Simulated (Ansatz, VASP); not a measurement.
**One calculation of Mn, two programs**

INCAR

```
PREC = Accurate
ENCUT = 600
EDIFF = 1E-6
ISMEAR = -1
SIGMA = 0.05
LREAL = False
LASPH = True
NELM = 150
ALGO = Normal
ISIF = 3
LWAVE = False
LCHARG = False
ISPIN = 2
MAGMOM = 3 -3
LORBIT = 11
LMAXMIX = 4
GGA = PE
IBRION = 2
NSW = 80
EDIFFG = -0.01
```

File KPOINTS:

```
regular mesh
0
Gamma
  11 11 11
```

POSCAR

```
Mn
1.0
    0.0000000000      2.5125686141      2.5125686141
    2.5125686141      0.0000000000      2.5125686141
    2.5125686141      2.5125686141      0.0000000000
Mn
2
Direct
    0.1250000000      0.1250000000      0.1250000000
    0.8750000000      0.8750000000      0.8750000000
```

Input for Ansatz:

```yaml
crystal:
  lattice:
    - [0.0, 2.5125686141, 2.5125686141]
    - [2.5125686141, 0.0, 2.5125686141]
    - [2.5125686141, 2.5125686141, 0.0]
  atoms:
    - { symbol: Mn, position: [0.125, 0.125, 0.125], spin: 3.0 }
    - { symbol: Mn, position: [0.875, 0.875, 0.875], spin: -3.0 }
hamiltonian:
  xc: pbe
  pseudopotentials:
    kind: paw
    azcp:
      Mn: "pseudopotentials/Mn.paw.azcp"
basis:
  ecutwfc: 420
  fft_grid_basis: typed
kpoints:
  mp_grid: { grid: [11, 11, 11], shift: [0, 0, 0] }
magnetization:
  spin_polarized: true
scf:
  occupations: { method: fermi_dirac, width: 0.05 }
relax:
  max_steps: 60
  f_tol: 0.01
  cell: {}
```

Alike in both runs: task relaxation of cell and atoms; functional PBE; k mesh 11 × 11 × 11; occupations fermi-dirac, width 0.05 eV; collinear spin.

|  | VASP | Ansatz |
| --- | --- | --- |
| version | VASP 6.6.1 | Ansatz 0.2.0 |
| potentials or method | VASP PAW PBE potentials, release 64 (Mn_pv), cutoff 600 eV | plane waves (420 eV) with PAW, scalar-relativistic |
| valence electrons in the cell | 26 | 30 |

```tsv
	VASP	Ansatz	Ansatz less VASP
net moment per atom (μB)	0.00	0.00	0.000
size of the moment on the site where the two differ most (μB)	2.31	2.09	-0.217
relaxed volume (Å³/atom)	17.05	16.93	-0.128
relaxed cell length with the largest relative difference (Å)	3.640	3.631	-0.0092
```

Site moments also hang on the region over which each program counts them. VASP's potentials hold 26 valence electrons a cell and Ansatz's 30, so a difference there can come from the potentials and not from the codes.
